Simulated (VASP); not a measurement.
# Hg (R-3m) in VASP: further runs, part 2 of 2

VASP 6.6.1.

## (3) Electric field gradients, PBE (shortest bond scaled by 0.82)

File INCAR:

```
SYSTEM = Hg
PREC = Accurate
ENCUT = 520
EDIFF = 1E-8
ISMEAR = -1
SIGMA = 0.05
LREAL = .FALSE.
LASPH = .TRUE.
NELM = 100
ALGO = Normal
ISIF = 2
LWAVE = .FALSE.
LCHARG = .FALSE.
GGA = PE
LEFG = .TRUE.
NBANDS = 19
```

File KPOINTS:

```
regular mesh
0
G
  8 8 8
  0 0 0
```

File POSCAR:

```
Hg
1.0
    0.0000000000      3.3303445432      3.3303445432
    3.3303445432      0.0000000000      3.3303445432
    3.3303445432      3.3303445432      0.0000000000
Hg
2
Direct
   -0.1925000000     -0.1025000000     -0.1025000000
    0.1925000000      0.1025000000      0.1025000000
```

Potentials or basis: VASP PAW PBE potentials, release 64 (Hg).

Run with:

```bash
$ cat potpaw_PBE.64/Hg/POTCAR > POTCAR
$ mpirun -np 1 vasp_std > vasp.out
```

OUTCAR:

```text
SYSTEM = Hg
   PREC = Accurate
   ENCUT = 520
   EDIFF = 1E-8
   ISMEAR = -1
   LREAL = .FALSE.
   LASPH = .TRUE.
   NELM = 100
   ISIF = 2
   GGA = PE

 ion  position               nearest neighbor table
   1  0.807  0.898  0.898-   2 2.37   2 3.10   2 3.10   2 3.10
   2  0.193  0.102  0.102-   1 2.37   1 3.10   1 3.10   1 3.10

  LATTYP: Found a face centered cubic cell.
 ALAT       =     6.6606890864

  Lattice vectors:

 A1 = (   0.0000000000,   3.3303445432,   3.3303445432)
 A2 = (   3.3303445432,   0.0000000000,   3.3303445432)
 A3 = (   3.3303445432,   3.3303445432,   0.0000000000)

Analysis of symmetry for initial positions (statically):
=====================================================================
 Subroutine PRICEL returns:
 Original cell was already a primitive cell.

 Routine SETGRP: Setting up the symmetry group for a
 face centered cubic supercell.

 Subroutine GETGRP returns: Found 12 space group operations
 (whereof  4 operations were pure point group operations)
 out of a pool of 48 trial point group operations.

The static configuration has the point symmetry C_2h.
 The point group associated with its full space group is D_3d.

Analysis of symmetry for dynamics (positions and initial velocities):
=====================================================================
 Subroutine PRICEL returns:
 Original cell was already a primitive cell.

 Routine SETGRP: Setting up the symmetry group for a
 face centered cubic supercell.

 Subroutine GETGRP returns: Found 12 space group operations
 (whereof  4 operations were pure point group operations)
 out of a pool of 48 trial point group operations.

The dynamic configuration has the point symmetry C_2h.
 The point group associated with its full space group is D_3d.

 Subroutine INISYM returns: Found 12 space group operations
 (whereof  4 operations are pure point group operations),
 and found     1 'primitive' translations

----------------------------------------------------------------------------------------

                                     Primitive cell

  volume of cell :      73.8750

  direct lattice vectors                    reciprocal lattice vectors
     0.000000000  3.330344543  3.330344543    -0.150134616  0.150134616  0.150134616
     3.330344543  0.000000000  3.330344543     0.150134616 -0.150134616  0.150134616
     3.330344543  3.330344543  0.000000000     0.150134616  0.150134616 -0.150134616

  length of vectors
     4.709818420  4.709818420  4.709818420     0.260040783  0.260040783  0.260040783

  position of ions in fractional coordinates (direct lattice)
     0.807500000  0.897500000  0.897500000
     0.192500000  0.102500000  0.102500000

  ion indices of the primitive-cell ions
   primitive index   ion index
                 1           1
                 2           2

----------------------------------------------------------------------------------------

 KPOINTS: regular mesh

Automatic generation of k-mesh.
 Grid dimensions read from file:
 generate k-points for:    8    8    8

 Generating k-lattice:
[... 63 lines left out ...]
   LREAL  =      F    real-space projection
   EDIFFG = 0.1E-06   stopping-criterion for IOM
   NSW    =      0    number of steps for IOM
   IBRION =     -1    ionic relax: 0-MD 1-quasi-New 2-CG
   NFREE  =      0    steps in history (QN), initial steepest desc. (CG)
   ISIF   =      2    stress and relaxation
   ISYM   =      2    0-nonsym 1-usesym 2-fastsym
   POTIM  = 0.5000    time-step for ionic-motion
   TEBEG  =    0.0;   TEEND  =   0.0 temperature during run
   PSTRESS=    0.0 pullay stress
   NELECT =      24.0000    total number of electrons
   NUPDOWN=      -1.0000    fix difference up-down
   EMIN   =  10.00;   EMAX   =-10.00  energy-range for DOS
   EFERMI =   0.00;   METHOD = LEGACY
   ISMEAR =    -1;   SIGMA  =   0.05  broadening in eV -4-tet -1-fermi 0-gaus
   EFERMI_NEDOS =   21; number of points for ismear=-14 and -15
   IALGO  =     38    algorithm
   IMIX   =      4    mixing-type and parameters
     AMIX     =   0.40;   BMIX     =  1.00
     AMIX_MAG =   1.60;   BMIX_MAG =  1.00
  volume/ion in A,a.u.               =      36.94       249.27
  Fermi-wavevector in a.u.,A,eV,Ry     =   1.125415  2.126726 17.232584  1.266559
  Thomas-Fermi vector in A             =   2.262092
   LORBIT       =      0    0 simple, 1 ext, 2 COOP (PROOUT), +10 PAW based schemes
   GGA     = PE    functional components
   LHFCALC =     F    Hartree Fock is set to
   AEXX    =    0.0000 exact exchange contribution
   IVDW    =     0    specifies the selected vdW correction
   LEPSILON=     F    determine dielectric tensor
   LRPA    =     F    only Hartree local field effects (RPA)
 non-spin polarized calculation
  energy-cutoff  :      520.00
  volume of cell :       73.88
 maximum number of plane-waves:      2012
   NGX = 17   NGY = 17   NGZ = 17

 number of electron      24.0000002 magnetization

 Free energy of the ion-electron system (eV)
  ---------------------------------------------------
  ext. energy  EPLUGINS =         0.00000000
  ---------------------------------------------------
  free energy    TOTEN  =         0.86322988 eV

  energy without entropy =        0.87240582  energy(sigma->0) =        0.86781785

 E-fermi :   0.6740     XC(G=0):  -8.2260

 val. band max:        0.6679845790   @ k =   0.2500   0.0000   0.5000
 cond. band min:       0.6867900274   @ k =   0.0000   0.2500   0.0000
 fundamental gap:      0.0188054484
 Fermi energy:         0.6740107149

 k-point     1 :       0.0000    0.0000    0.0000
  band No.  band energies     occupation
      1      -8.5779      2.00000
      2      -7.4253      2.00000
      3      -7.4253      2.00000
      4      -6.8379      2.00000
      5      -6.8379      2.00000
      6      -6.5119      2.00000
[... 505 lines left out ...]
      6      -6.3756      2.00000
[... 11 lines left out ...]
     18       8.7330      0.00000
     19      10.1382      0.00000

 [... further k-points ...]
[... 5 lines left out ...]
  --------------------------------------------------------------------------------------
  -------------------------------------------------------------------------------------
  Total        4.0158841      4.0158841      4.0158841     -4.5272207      4.5272207     -4.5272207
  in kB       87.0952069     87.0952069     87.0952069    -98.1849121     98.1849121    -98.1849121
  external PRESSURE =      87.0952069 kB  Pullay stress =       0.0000000 kB

 VOLUME and BASIS-vectors are now :
 -----------------------------------------------------------------------------
  energy-cutoff  :      520.00
  volume of cell :       73.88
      direct lattice vectors                 reciprocal lattice vectors
     0.000000000  3.330344543  3.330344543    -0.150134616  0.150134616  0.150134616
     3.330344543  0.000000000  3.330344543     0.150134616 -0.150134616  0.150134616
     3.330344543  3.330344543  0.000000000     0.150134616  0.150134616 -0.150134616

 POSITION                                       TOTAL-FORCE (eV/Angst)
 -----------------------------------------------------------------------------------
      5.97797      5.67824      5.67824        -3.165181      3.165181      3.165181
      0.68272      0.98245      0.98245         3.165181     -3.165181     -3.165181
 -----------------------------------------------------------------------------------
    total drift:                                0.000000      0.000000      0.000000

  FREE ENERGIE OF THE ION-ELECTRON SYSTEM (eV)
  ---------------------------------------------------
  free  energy   TOTEN  =         0.8632298753 eV

  energy  without entropy=        0.8724058249  energy(sigma->0) =        0.86781785

 Electric field gradients (V/A^2)
---------------------------------------------------------------------
 ion       V_xx      V_yy      V_zz      V_xy      V_xz      V_yz
---------------------------------------------------------------------
   1      -0.000     0.000     0.000   187.024   187.024  -187.024
   2      -0.000     0.000     0.000   187.024   187.024  -187.024
---------------------------------------------------------------------

 Electric field gradients after diagonalization (V/A^2)
 (convention: |V_zz| > |V_xx| > |V_yy|)
----------------------------------------------------------------------
 ion       V_xx      V_yy      V_zz     asymmetry (V_yy - V_xx)/ V_zz
----------------------------------------------------------------------
   1     187.024   187.024  -374.048       0.000
   2     187.024   187.024  -374.048       0.000
----------------------------------------------------------------------

           NMR quadrupolar parameters

 Cq : quadrupolar parameter    Cq=e*Q*V_zz/h
 eta: asymmetry parameters     (V_yy - V_xx)/ V_zz
 Q  : nuclear electric quadrupole moment in mb (millibarn)
----------------------------------------------------------------------
 ion       Cq(MHz)       eta       Q (mb)
----------------------------------------------------------------------
   1      -0.904       0.000       1.000
   2      -0.904       0.000       1.000
----------------------------------------------------------------------
```

OSZICAR:

```text
N       E                     dE             d eps       ncg     rms          rms(c)
DAV:   1     0.167832189107E+03    0.16783E+03   -0.11629E+04  2470   0.114E+03
DAV:   2     0.524278192630E+01   -0.16259E+03   -0.15574E+03  2607   0.293E+02
DAV:   3     0.806678208014E+00   -0.44361E+01   -0.44164E+01  2847   0.527E+01
DAV:   4     0.794932077568E+00   -0.11746E-01   -0.11744E-01  2677   0.278E+00
DAV:   5     0.794890275461E+00   -0.41802E-04   -0.41802E-04  2700   0.148E-01    0.788E+00
DAV:   6     0.855471260553E+00    0.60581E-01   -0.13777E-01  2746   0.354E+00    0.535E+00
DAV:   7     0.862883186971E+00    0.74119E-02   -0.38138E-02  2661   0.148E+00    0.107E+00
DAV:   8     0.863394160997E+00    0.51097E-03   -0.59222E-03  2607   0.855E-01    0.102E-01
DAV:   9     0.863305574384E+00   -0.88587E-04   -0.48383E-05  2721   0.524E-02    0.329E-02
DAV:  10     0.863233614024E+00   -0.71960E-04   -0.72448E-05  2562   0.491E-02    0.146E-02
DAV:  11     0.863229860142E+00   -0.37539E-05   -0.62161E-06  2750   0.204E-02    0.365E-03
DAV:  12     0.863229941670E+00    0.81528E-07   -0.62021E-07  2599   0.696E-03    0.116E-03
DAV:  13     0.863229886789E+00   -0.54881E-07   -0.17562E-07  2649   0.250E-03    0.320E-04
DAV:  14     0.863229872444E+00   -0.14345E-07   -0.79189E-09  2205   0.652E-04    0.335E-04
DAV:  15     0.863229875264E+00    0.28203E-08   -0.14510E-09  1966   0.217E-04
   1 F= 0.86322988E+00 E0= 0.86781785E+00  d E =-.917595E-02
```

stdout:

```text
POSCAR found type information on POSCAR Hg
 POSCAR found :  1 types and       2 ions
 scaLAPACK will be used
 LDA part: xc-table for (Slater+PW92), standard interpolation
 POSCAR, INCAR and KPOINTS ok, starting setup
 FFT: planning ... GRIDC
 FFT: planning ... GRID_SOFT
 FFT: planning ... GRID
 WAVECAR not read
 entering main loop
ion   1

ion   2
```

Wall time 56 s (1 thread of Intel Xeon Platinum 8488C (Sapphire Rapids), shared host); peak memory 0.23 GiB.

What came out:

```
Free energy                             : 0.8632 eV
Pressure                                : 8.7 GPa
Largest force                           : 5.482 eV/Å
Band gap on the k mesh                  : zero (bands 12 and 13 overlap by 3.12 eV)
Largest electric field gradient by atom : Hg -374.0 V/Å²
```

Forces on the atoms (eV/Å):
```
Hg  -3.165  3.165  3.165
Hg   3.165 -3.165 -3.165
```

Levels at points of the mesh, in eV from the Fermi level:
```csv
k point,band 8,band 9,band 10,band 11,band 12,band 13,band 14,band 15,band 16,band 17
"(0.00, 0.00, 0.00)",-6.78,-6.32,-6.29,-6.29,2.97,3.72,5.34,5.34,5.66,5.66
"(0.50, 0.00, 0.00)",-6.47,-5.91,-5.91,-4.28,-4.06,2.77,2.77,4.19,7.36,7.36
"(0.00, 0.50, 0.00)",-6.52,-6.46,-6.07,-5.01,-2.55,2.61,3.24,4.00,5.92,7.28
"(0.50, 0.50, 0.00)",-6.75,-5.97,-5.95,-4.22,-3.11,1.10,1.38,3.58,4.44,11.33
```

Electric field gradients, principal values (V/Å²):
| atom | least | middle | greatest (by size) |
| --- | --- | --- | --- |
| 1 Hg | 187.024 | 187.024 | -374.048 |
| 2 Hg | 187.024 | 187.024 | -374.048 |

Caveat: the cell differs from its parent crystal (shortest bond scaled by 0.82); the cell stands under pressure; without QUAD_EFG the Cq values of the log hold for a quadrupole moment of 1 mb, not for the nuclei; spin-orbit coupling is left out, which moves the levels of the heavy elements; forces of over 1 eV/Å act on the atoms, so gaps and moduli don't describe the material at rest.
